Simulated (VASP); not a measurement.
## TiB: electric field gradients with LDA

The system is TiB.

```
Ti B
1.0
     0.00000    2.05811    2.05811
     2.05811    0.00000    2.05811
     2.05811    2.05811    0.00000
Ti B
1 1
Cartesian
  3.0872 3.0872 3.0872
  0.0000 0.0000 0.0000
```

This cell differs from its parent crystal: volume scaled by 0.94.

```
Program                : VASP 6.6.1
Task                   : electric field gradients
Functional             : LDA
Potentials or basis    : VASP PAW LDA potentials, release 64 (Ti_sv, B)
Cutoff                 : 520 eV
k mesh                 : 13 × 13 × 13
Occupations            : fermi-dirac, width 0.05 eV
Spin                   : no spin polarisation
Dipole correction      : no
Further INCAR settings : ALGO = Normal; EDIFF = 1e-08; NBANDS = 14
```

The pressure is 133.3 GPa.

Levels at points of the mesh, in eV from the Fermi level:
```
           k point  band 6  band 7  band 8  band 9  band 10  band 11
(0.00, 0.00, 0.00)   -2.08   -2.08   -2.08    3.39     3.39    13.02
```

Wall time 14 s on 1 thread of AMD EPYC 9R45 96-Core Processor (Zen 5) (shared host), peak memory 0.11 GiB.

Caveat: without QUAD_EFG the Cq values of the log hold for a quadrupole moment of 1 mb, not for the nuclei.
